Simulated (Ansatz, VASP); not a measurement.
One calculation of Hf2SeS3, two programs

INCAR

```
SYSTEM = Hf2SeS3
PREC = Accurate ; ENCUT = 600
EDIFF = 1E-6 ; ISMEAR = 0
SIGMA = 0.1 ; LREAL = .FALSE.
LASPH = .TRUE. ; NELM = 100
ALGO = Normal ; ISIF = 3
LWAVE = .FALSE. ; LCHARG = .FALSE.
GGA = PE ; IBRION = 2
NSW = 90 ; EDIFFG = -0.04
```

KPOINTS

```
Automatic mesh
0
G
  3 3 4
  0 0 0
```

The input POSCAR:

```
Hf2SeS3
1.0
    6.2965872800      0.0000000000      0.0000000000
   -3.1482936400      5.4530045400      0.0000000000
    0.0000000000      0.0000000000      3.9400606900
Hf Se S
2 1 3
Direct
    0.3333333300      0.6666666700      0.0000000000
    0.6666666700      0.3333333300      0.0000000000
    0.0000000000      0.0000000000      0.0000000000
    0.5000000000      0.0000000000      0.5000000000
    0.5000000000      0.5000000000      0.5000000000
    0.0000000000      0.5000000000      0.5000000000
```

Input for Ansatz:

```yaml
crystal:
  lattice:
    - [6.29658728, 0.0, 0.0]
    - [-3.14829364, 5.45300454, 0.0]
    - [0.0, 0.0, 3.94006069]
  atoms:
    - { symbol: Hf, position: [0.33333333, 0.66666667, 0.0] }
    - { symbol: Hf, position: [0.66666667, 0.33333333, 0.0] }
    - { symbol: Se, position: [0.0, 0.0, 0.0] }
    - { symbol: S, position: [0.5, 0.0, 0.5] }
    - { symbol: S, position: [0.5, 0.5, 0.5] }
    - { symbol: S, position: [0.0, 0.5, 0.5] }
basis:
  ecutwfc: 420
kpoints:
  mp_grid: { grid: [3, 3, 4] }
hamiltonian:
  xc: pbe
scf:
  occupations: { method: gaussian, width: 0.1 }
  lower_state_search: "off"
output:
  forces: true
  stress: true
  eigenvalues: true
relax:
  adjacent_minimum: "off"
  f_tol: 0.04
  max_steps: 70
  cell: { stress_tol: 0.4 }
```

Change from the starting cell: species swapped into the ZrCo3B2 type (P6/mmm, No. 191).

Alike in both runs: task relaxation of cell and atoms; functional PBE; k mesh 3 × 3 × 4; occupations gaussian, width 0.1 eV; no spin polarisation.

|  | VASP | Ansatz |
| --- | --- | --- |
| version | VASP 6.6.1 | Ansatz 0.2.0 |
| potentials or method | VASP PAW PBE potentials, release 64 (Hf_pv, Se, S), cutoff 600 eV | scalar-relativistic, plane waves, PAW |
| valence electrons in the cell | 44 | 86 |

Ansatz gave:

| Item | Value |
| --- | --- |
| gap on the k mesh at the Fermi level, each at its own relaxed structure (eV) | none |
| relaxed volume (Å³/atom) | 20.94 |
| relaxed length of the cell vector where the two differ most in proportion (Å) | 3.416 |

What did VASP give for the same quantities?

gap on the k mesh at the Fermi level, each at its own relaxed structure (eV): none; relaxed volume (Å³/atom): 20.77; relaxed length of the cell vector where the two differ most in proportion (Å): 3.406.

A gap of «none» marks a metal or a gap that the smearing closes. VASP's potentials hold 44 valence electrons a cell and Ansatz's 86, so a difference there can come from the potentials and not from the codes.

The k mesh is coarse, so the values compare programs but aren't converged. Spin-orbit coupling is off throughout.
